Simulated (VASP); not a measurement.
**Ru: single point with PBE**

Ru:

```
Ru
1.0
     0.00000    1.85512    2.04063
     1.85512    0.00000    2.04063
     1.85512    1.85512    0.00000
Ru
1
Direct
  0.00000 0.00000 0.00000
```

This cell differs from its parent crystal: ratio of the length along z to the lengths across it x 1.1, volume and fractional coordinates fixed.

```
Program             : VASP 6.6.1
Task                : single point
Functional          : PBE
Potentials or basis : VASP PAW PBE potentials, release 64 (Ru_pv)
Cutoff              : 520 eV
k mesh              : 24 × 24 × 24
Occupations         : gaussian, width 0.15 eV
Spin                : no spin polarisation
```

```yaml
Pressure: -3.3 GPa
Band_gap_on_the_k_mesh: zero (bands 7 and 8 overlap by 3.54 eV)
```

Stress tensor (GPa, compression positive):
```
  4.98   0.00   0.00
  0.00   4.98   0.00
  0.00   0.00 -19.81
```

Levels at points of the mesh, in eV from the Fermi level:
```csv
k point,band 5,band 6,band 7,band 8,band 9,band 10
"(0.00, 0.00, 0.00)",-3.22,-2.03,-2.03,-0.93,0.51,10.57
"(0.50, 0.00, 0.00)",-3.12,-2.02,1.00,1.36,1.86,9.71
"(0.50, 0.50, 0.00)",-5.61,1.68,2.03,2.03,2.27,10.57
"(0.50, 0.00, 0.50)",-5.61,1.45,1.54,2.67,4.24,10.57
```

It took 81 s on 1 thread of Intel(R) Xeon(R) Platinum 8488C (Sapphire Rapids) (shared host), peak memory 0.29 GiB.

Caveat: the cell stands under tension.
